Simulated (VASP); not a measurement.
A run of VASP 6.6.1:

The input INCAR:

```
SYSTEM = Cu
PREC     = Accurate       ! precision mode
ENCUT    = 520            ! plane-wave cutoff, eV
EDIFF    = 1E-7           ! SCF threshold, eV
ISMEAR   = 0              ! smearing method
SIGMA    = 0.1            ! smearing width, eV
LREAL    = .False.        ! projectors in reciprocal space
LASPH    = .True.         ! aspherical terms in the spheres
NELM     = 100            ! most SCF steps
ALGO     = Normal         ! electronic algorithm
ISIF     = 2              ! what is computed and relaxed
LWAVE    = .False.        ! write WAVECAR
LCHARG   = .False.        ! write CHGCAR
GGA      = PS             ! functional
NBANDS   = 12             ! bands
```

The input KPOINTS:

```
Automatic mesh
0
Gamma
  4 4 4
  0 0 0
```

The input POSCAR:

```
Cu
1.0
   -1.4469718234      1.4469718234      1.3531582297
    1.4469718234     -1.4469718234      1.3531582297
    1.4469718234      1.4469718234     -1.3531582297
Cu
1
Direct
    0.0000000000      0.0000000000      0.0000000000
```

Potentials or basis: VASP PAW PBE potentials, release 64 (Cu).

Command:

```sh
$ cat potpaw_PBE.64/Cu/POTCAR > POTCAR
$ mpirun -np 1 vasp_std > vasp.out
```

Hardware: 1 thread of Intel(R) Xeon(R) Platinum 8488C (Sapphire Rapids), with other jobs on the host.

Problem. How long does it take, and how much memory?

Solution. Run time: 2.8 s on 1 thread of Intel(R) Xeon(R) Platinum 8488C (Sapphire Rapids) (shared host), peak memory 0.11 GiB. Counts: scf iterations 12, k points 13.
